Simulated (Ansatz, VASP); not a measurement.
**One calculation of Ga, two programs**

```
Ga
1.0
     2.29126   -3.88091    0.00000
     2.29126    3.88091    0.00000
     0.00000    0.00000    4.58353
Ga
4
Direct
  0.34510 0.65490 0.41900
  0.15490 0.84510 0.91900
  0.65490 0.34510 0.58100
  0.84510 0.15490 0.08100
```

Alike in both runs: task single point; functional PBE; k mesh 7 × 7 × 6; occupations fermi-dirac, width 0.05 eV; no spin polarisation.

```csv
,VASP,Ansatz
version,VASP 6.6.1,Ansatz 0.2.0
potentials or method,"VASP PAW PBE potentials, release 64 (Ga_d)",Ansatz PAW
plane-wave cutoff (eV),520,420
valence electrons in the cell,52,52
```

|  | VASP | Ansatz | Ansatz less VASP |
| --- | --- | --- | --- |
| gap on the k mesh at the Fermi level (eV) | none | none | - |
| pressure (GPa) | -0.2 | -0.2 | +0.02 |
| traceless stress, the component that is largest in VASP (GPa) | -0.68 | -0.67 | +0.009 |
| rms of the force components (eV/Å) | 0.059 | 0.059 | 0.0000 |

Atom by atom the forces differ by 0.000 eV/Å (rms over components). A gap of «none» marks a metal or a gap that the smearing closes.
